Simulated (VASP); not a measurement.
Wanted: the native input for a VASP 6.6.1 run.

| Item | Value |
| --- | --- |
| Task | single point |
| Functional | LDA |
| Potentials or basis | VASP PAW LDA potentials, release 64 (N, B) |
| Cutoff | 520 eV |
| k mesh | 13 × 13 × 13 |
| Occupations | fermi-dirac, width 0.05 eV |
| Spin | no spin polarisation |
| Dipole correction | no |
| Further INCAR settings | ALGO = Normal; EDIFF = 1e-06; NBANDS = 11 |

The structure of BN lies in POSCAR:

```
BN
1.0
    0.0000000000      3.5184642916      2.1804366332
    1.2599212959      0.0000000000      2.1804366332
    1.2599212959      3.5184642916      0.0000000000
N B
1 1
Direct
    0.6666513400      0.6666513400      0.3333486600
    0.0000486500      0.0000486500      0.9999513500
```

One way to write it, as run:

INCAR

```
PREC = Accurate
ENCUT = 520
EDIFF = 1E-6
ISMEAR = -1
SIGMA = 0.05
LREAL = False
LASPH = True
NELM = 80
ALGO = Normal
ISIF = 2
LWAVE = False
LCHARG = True
GGA = CA
LELF = True
LVHAR = True
NBANDS = 11
```

KPOINTS

```
Automatic mesh
0
Gamma
  13 13 13
```

Potentials or basis: VASP PAW LDA potentials, release 64 (N, B).

Run with:

```sh
$ cat potpaw_LDA.64/N/POTCAR potpaw_LDA.64/B/POTCAR > POTCAR
$ mpirun -np 1 vasp_std > vasp.out
```

Results of the run:

```
Pressure               : -8.1 GPa
Largest force          : 0.010 eV/Å
Band gap on the k mesh : 3.68 eV, indirect (least direct gap 4.46 eV)
```

It took 3 min on 1 thread of AMD EPYC 7R13, on a shared host, peak memory 0.15 GiB.
